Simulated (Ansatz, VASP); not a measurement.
## Two plane-wave programs on BN

```
CELL_PARAMETERS angstrom
0.02030 1.80481 1.80481
1.80481 0.02030 1.80481
1.82512 1.82512 0.00000
ATOMIC_POSITIONS crystal
B 0.00000 0.00000 0.00000
N 0.75000 0.75000 0.75000
```

Change from the starting cell: strain +0.0225 x Voigt [0, 0, 0, 0, 0, 1], atoms carried along.

Alike in both runs: task single point; functional r2SCAN; k mesh 12 × 12 × 12; occupations gaussian, width 0.05 eV; no spin polarisation.

```csv
,VASP,Ansatz
version,VASP 6.6.1,Ansatz 0.2.0
potentials or method,"VASP PAW PBE potentials, release 64 (B, N), cutoff 520 eV","scalar-relativistic, plane waves, PAW"
valence electrons in the cell,8,8
```

```csv
,VASP,Ansatz,Ansatz less VASP
gap on the k mesh at the Fermi level (eV),4.90,4.92,+0.021
least direct gap on the mesh (eV),9.20,9.23,+0.037
pressure (GPa),1.4,0.3,-1.12
"traceless stress, the component that is largest in VASP (GPa)",-10.60,-10.53,+0.066
rms of the force components (eV/Å),0.013,0.010,-0.0029
```

VASP's potentials were made for PBE, not for r2SCAN. Atom by atom the forces differ by 0.003 eV/Å (rms over components).
